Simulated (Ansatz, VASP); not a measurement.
# One calculation of Al, two programs

Contents of INCAR:

```
  AGGAC = 1.0
  AGGAX = 1.0
  ALDAC = 0.0
  ALDAX = 1.0
  ALGO = Fast
  EDIFF = 1E-6
  ENCUT = 520
  GGA = B5
  ISIF = 2
  ISMEAR = 0
  ISPIN = 2
  LASPH = True
  LCHARG = False
  LORBIT = 11
  LREAL = False
  LWAVE = False
  MAGMOM = 0.5
  NBANDS = 12
  NELM = 150
  PREC = Accurate
  SIGMA = 0.1
```

File KPOINTS:

```
k-points
0
Gamma
  11 11 11
```

POSCAR

```
Al
1.0
    0.0000000000      2.0248050000      2.0248050000
    2.0248050000      0.0000000000      2.0248050000
    2.0248050000      2.0248050000      0.0000000000
Al
1
Direct
    0.0000000000      0.0000000000      0.0000000000
```

File input.yaml:

```yaml
crystal:
  lattice:
    - [0.0, 2.024805, 2.024805]
    - [2.024805, 0.0, 2.024805]
    - [2.024805, 2.024805, 0.0]
  atoms:
    - { symbol: Al, position: [0.0, 0.0, 0.0], spin: 0.5 }
hamiltonian:
  xc: blyp
  pseudopotentials: { kind: paw, accuracy: standard }
magnetization:
  spin_polarized: true
kpoints:
  mp_grid: { grid: [11, 11, 11] }
scf:
  occupations: { method: gaussian, width: 0.1 }
  mixing: { algorithm: broyden, beta: 0.3, ndim: 4 }
output:
  forces: true
  stress: true
  eigenvalues: true
```

Alike in both runs: task single point; functional BLYP; k mesh 11 × 11 × 11; occupations gaussian, width 0.1 eV; collinear spin.

|  | VASP | Ansatz |
| --- | --- | --- |
| version | VASP 6.6.1 | Ansatz 0.2.0 |
| potentials or method | VASP PAW PBE potentials, release 64 (Al) | SSSP efficiency PAW |
| plane-wave cutoff (eV) | 520 | 408 |
| valence electrons in the cell | 3 | 3 |

```tsv
	VASP	Ansatz	Ansatz less VASP
gap on the k mesh at the Fermi level (eV)	none	none	-
pressure (GPa)	3.1	3.0	-0.19
net moment per atom (μB)	0.00	0.00	-0.001
```

VASP's potentials were made for PBE, not for BLYP. A gap of «none» marks a metal or a gap that the smearing closes.
